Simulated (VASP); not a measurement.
Wanted: the native input for a VASP 6.6.1 run.

```yaml
Task: single point
Functional: PBE
Potentials_or_basis: VASP PAW PBE potentials, release 64 (Ga_d, Sb)
Cutoff: 520 eV
k_mesh: 14 × 14 × 14
Occupations: gaussian, width 0.15 eV
Spin: no spin polarisation
Dipole_correction: no
Further_INCAR_settings: ALGO = Normal; EDIFF = 1e-06; NBANDS = 16
```

The structure of GaSb lies in POSCAR:

```
GaSb
1.0
    0.0000000000      2.8647957966      3.1037874286
    3.1037874286      0.0000000000      3.1037874286
    3.1037874286      2.8647957966      0.0000000000
Ga Sb
1 1
Direct
    0.0000000000      0.0000000000      0.0000000000
    0.7500000000      0.7500000000      0.7500000000
```

One way to write it, as run:

INCAR

```
ALGO = Normal
EDIFF = 1E-6
ENCUT = 520
GGA = PE
ISIF = 2
ISMEAR = 0
LASPH = True
LCHARG = False
LREAL = False
LWAVE = False
NBANDS = 16
NELM = 80
PREC = Accurate
SIGMA = 0.15
```

KPOINTS

```
k-points
0
Gamma
  14 14 14
```

Potentials or basis: VASP PAW PBE potentials, release 64 (Ga_d, Sb).

Command:

```sh
$ cat potpaw_PBE.64/Ga_d/POTCAR potpaw_PBE.64/Sb/POTCAR > POTCAR
$ mpirun -np 1 vasp_std > vasp.out
```

It gave:

The pressure is 4.5 GPa.

Caveat: the cell stands under pressure.

It took 4.2 min on 1 thread of Intel Xeon 8259CL, with other jobs on the host, peak memory 0.36 GiB.
